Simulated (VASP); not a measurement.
# SiC (F-43m) in VASP: further runs, part 2 of 2

VASP 6.6.1. Earlier steps stand in the parts before.

**3. Single point, r2SCAN (volume scaled by 1.06)**

Input file POSCAR:

```
SiC
1.0
    0.0000000000      2.2208975241      2.2208975241
    2.2208975241      0.0000000000      2.2208975241
    2.2208975241      2.2208975241      0.0000000000
Si C
1 1
Direct
    0.0000000000      0.0000000000      0.0000000000
    0.2500000000      0.2500000000      0.2500000000
```

Input file INCAR.step1:

```
PREC = Accurate ; ENCUT = 520
ISMEAR = 0 ; SIGMA = 0.02
LREAL = False ; LASPH = True
NELM = 80 ; NBANDS = 11
GGA = PE ; ALGO = Normal
EDIFF = 1E-4 ; LWAVE = True
LCHARG = False
```

Input file INCAR.step2:

```
PREC = Accurate ; ENCUT = 520
EDIFF = 1E-6 ; ISMEAR = 0
SIGMA = 0.02 ; LREAL = False
LASPH = True ; NELM = 80
ALGO = Normal ; ISIF = 2
LWAVE = False ; LCHARG = False
METAGGA = R2SCAN ; LMIXTAU = True
NBANDS = 11 ; ISTART = 1
```

Input file KPOINTS:

```
Automatic mesh
0
Gamma
  10 10 10
```

Potentials or basis: VASP PAW PBE potentials, release 64 (Si, C).

The run is started by

```
$ cat potpaw_PBE.64/Si/POTCAR potpaw_PBE.64/C/POTCAR > POTCAR
$ cp INCAR.step1 INCAR
$ mpirun -np 1 vasp_std > vasp.out
$ cp INCAR.step2 INCAR
$ mpirun -np 1 vasp_std > vasp.out
```

OUTCAR:

```text
PREC = Accurate
   ENCUT = 520
   EDIFF = 1E-6
   ISMEAR = 0
   LREAL = False
   LASPH = True
   NELM = 80
   ISIF = 2
   METAGGA = R2SCAN
   ISTART = 1

 ion  position               nearest neighbor table
   1  0.000  0.000  0.000-   2 1.92   2 1.92   2 1.92   2 1.92
   2  0.250  0.250  0.250-   1 1.92   1 1.92   1 1.92   1 1.92

  LATTYP: Found a face centered cubic cell.
 ALAT       =     4.4417950482

  Lattice vectors:

 A1 = (   0.0000000000,   2.2208975241,   2.2208975241)
[... 522 lines left out ...]
------------------------ aborting loop because EDIFF is reached ----------------------------------------

  FORCE on cell =-STRESS in cart. coord.  units (eV):
  Direction    XX          YY          ZZ          XY          YZ          ZX
  --------------------------------------------------------------------------------------
  -------------------------------------------------------------------------------------
  Total       -1.6351276     -1.6351276     -1.6351276     -0.0000000      0.0000000     -0.0000000
  in kB     -119.5767330   -119.5767330   -119.5767330     -0.0000000      0.0000000     -0.0000000
  external PRESSURE =    -119.5767330 kB  Pullay stress =       0.0000000 kB

 VOLUME and BASIS-vectors are now :
 -----------------------------------------------------------------------------
  energy-cutoff  :      520.00
  volume of cell :       21.91
      direct lattice vectors                 reciprocal lattice vectors
     0.000000000  2.220897524  2.220897524    -0.225134206  0.225134206  0.225134206
     2.220897524  0.000000000  2.220897524     0.225134206 -0.225134206  0.225134206
     2.220897524  2.220897524  0.000000000     0.225134206  0.225134206 -0.225134206

 POSITION                                       TOTAL-FORCE (eV/Angst)
 -----------------------------------------------------------------------------------
      0.00000      0.00000      0.00000         0.000000      0.000000      0.000000
      1.11045      1.11045      1.11045        -0.000000     -0.000000     -0.000000
 -----------------------------------------------------------------------------------
    total drift:                               -0.000000     -0.000000     -0.000000

  FREE ENERGIE OF THE ION-ELECTRON SYSTEM (eV)
  ---------------------------------------------------
  free  energy   TOTEN  =       -19.2781647250 eV

  energy  without entropy=      -19.2781647250  energy(sigma->0) =      -19.27816472
```

OUTCAR.step1:

```text
PREC = Accurate
   ENCUT = 520
   ISMEAR = 0
   LREAL = False
   LASPH = True
[... 557 lines left out ...]
      0.00000      0.00000      0.00000         0.000000     -0.000000     -0.000000
      1.11045      1.11045      1.11045        -0.000000      0.000000      0.000000
 -----------------------------------------------------------------------------------
    total drift:                                0.000000      0.000000      0.000000

  FREE ENERGIE OF THE ION-ELECTRON SYSTEM (eV)
  ---------------------------------------------------
  free  energy   TOTEN  =       -15.0366908651 eV

  energy  without entropy=      -15.0366908651  energy(sigma->0) =      -15.03669087
```

It took 22 s on 1 thread of Intel Xeon 6975P-C (Granite Rapids), shared host; peak memory 0.14 GiB.

Results:

```yaml
Free_energy: -19.2782 eV
Pressure: -12.0 GPa
Band_gap_on_the_k_mesh: 1.76 eV, indirect (least direct gap 4.98 eV)
```

Caveat: the cell differs from its parent crystal (volume scaled by 1.06); the PAW data sets were made with another functional, which shifts forces and pressure a little.

**4. Single point, r2SCAN**

This run uses another cell than the first one, of 10.35 Å³/atom, 0.972 times its volume.

Input file POSCAR:

```
SiC
1.0
    0.0000000000      2.1790000000      2.1790000000
    2.1790000000      0.0000000000      2.1790000000
    2.1790000000      2.1790000000      0.0000000000
Si C
1 1
Direct
    0.0000000000      0.0000000000      0.0000000000
    0.2500000000      0.2500000000      0.2500000000
```

Input file INCAR.step1:

```
SYSTEM = SiC
PREC = Accurate ; ENCUT = 660
ISMEAR = 0 ; SIGMA = 0.1
LREAL = .FALSE. ; LASPH = .TRUE.
NELM = 120 ; NBANDS = 11
GGA = PE ; ALGO = Normal
EDIFF = 1E-5 ; LWAVE = .TRUE.
LCHARG = .FALSE. ; GGA_COMPAT = .FALSE.
```

Input file INCAR.step2:

```
SYSTEM = SiC
PREC = Accurate ; ENCUT = 660
EDIFF = 1E-6 ; ISMEAR = 0
SIGMA = 0.1 ; LREAL = .FALSE.
LASPH = .TRUE. ; NELM = 120
ALGO = Normal ; ISIF = 2
LWAVE = .FALSE. ; LCHARG = .TRUE.
METAGGA = R2SCAN ; LMIXTAU = .TRUE.
LELF = .TRUE. ; LVHAR = .TRUE.
NBANDS = 11 ; ISTART = 1
GGA_COMPAT = .FALSE.
```

Input file KPOINTS:

```
regular mesh
0
G
  8 8 8
  0 0 0
```

The run is started by

```
$ cat potpaw_PBE.64/Si/POTCAR potpaw_PBE.64/C/POTCAR > POTCAR
$ cp INCAR.step1 INCAR
$ mpirun -np 1 vasp_std > vasp.out
$ cp INCAR.step2 INCAR
$ mpirun -np 1 vasp_std > vasp.out
```

Run time: 56 s. Hardware: 1 thread of Intel Xeon 8259CL, shared host; peak memory 0.16 GiB.

Results (log left out):

```
Free energy            : -19.3306 eV
Pressure               : -0.6 GPa
Band gap on the k mesh : 1.73 eV, indirect (least direct gap 5.06 eV)
```

Levels at points of the mesh, in eV from the valence-band top:
| k point | band 1 | band 2 | band 3 | band 4 | band 5 | band 6 | band 7 | band 8 | band 9 |
| --- | --- | --- | --- | --- | --- | --- | --- | --- | --- |
| (0.00, 0.00, 0.00) | -16.18 | 0.00 | 0.00 | 0.00 | 6.83 | 7.85 | 7.85 | 7.85 | 15.21 |
| (0.50, 0.00, 0.00) | -12.55 | -8.82 | -1.11 | -1.11 | 5.99 | 7.75 | 7.75 | 10.95 | 17.41 |
| (0.50, 0.50, 0.00) | -11.09 | -8.05 | -3.33 | -3.33 | 1.73 | 4.82 | 15.13 | 15.13 | 15.99 |

Caveat: the PAW data sets were made with another functional, which shifts forces and pressure a little.

**5. The runs side by side**

| cell | k mesh | cutoff (eV) | smearing | gap on the mesh (eV) | pressure (GPa) |
| --- | --- | --- | --- | --- | --- |
| a = 3.111 Å, angles 60.0°, 2 atoms | 10 × 10 × 10 | 520 | gaussian 0.02 eV | 1.74 | -6.5 |
| a = 3.141 Å, angles 60.0°, 2 atoms | 10 × 10 × 10 | 520 | gaussian 0.02 eV | 1.76 | -12.0 |
| a = 3.082 Å, angles 60.0°, 2 atoms | 8 × 8 × 8 | 660 | gaussian 0.1 eV | 1.73 | -0.6 |

Alike in all rows: task single point; level r2SCAN; potentials or basis VASP PAW PBE potentials, release 64 (Si, C); no spin polarisation.

Caveats: the PAW data sets were made with another functional, which shifts forces and pressure a little.

Total energies depend on the potentials used, so only differences within one code and one set of settings carry meaning.

**6. Comparison with measurements**

Step 4. Measured gap of SiC: 2.4 eV (indirect; quoted in “Insight into the structural, elastic and electronic properties of a new orthorhombic 6O-SiC polytype”, 2020, pmc:7200658). This calculation gives 1.73 eV (-0.67 eV). The value is that of r2SCAN on a finite k mesh, which can miss the band edges, without temperature or zero-point motion.
